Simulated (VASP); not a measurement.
A run of VASP 6.6.1 is set up as follows.

INCAR

```
  PREC = Accurate
  ENCUT = 520
  EDIFF = 1E-6
  ISMEAR = 0
  SIGMA = 0.1
  LREAL = False
  LASPH = True
  NELM = 100
  ALGO = Normal
  ISIF = 2
  LWAVE = False
  LCHARG = False
  GGA = PE
  NBANDS = 18
```

File KPOINTS:

```
Automatic mesh
0
Gamma
  12 12 12
```

Contents of POSCAR:

```
BiTe
1.0
    0.0000000000      3.1155672533      3.1155672533
    3.1155672533      0.0000000000      3.1155672533
    3.1155672533      3.1155672533      0.0000000000
Bi Te
1 1
Direct
    0.0000000000      0.0000000000      0.0000000000
    0.5000000000      0.5000000000      0.5000000000
```

Potentials or basis: VASP PAW PBE potentials, release 64 (Bi_d, Te).

Launch:

```console
$ cat potpaw_PBE.64/Bi_d/POTCAR potpaw_PBE.64/Te/POTCAR > POTCAR
$ mpirun -np 1 vasp_std > vasp.out
```

**Question.** Predict the pressure.

**Answer.** 8.0 GPa.

**Question.** Estimate the band gap on the k mesh.

**Answer.** Zero (an odd number of electrons rules out a gap without spin polarisation).

Caveat: the cell stands under pressure; spin-orbit coupling is left out, which moves the levels of the heavy elements.
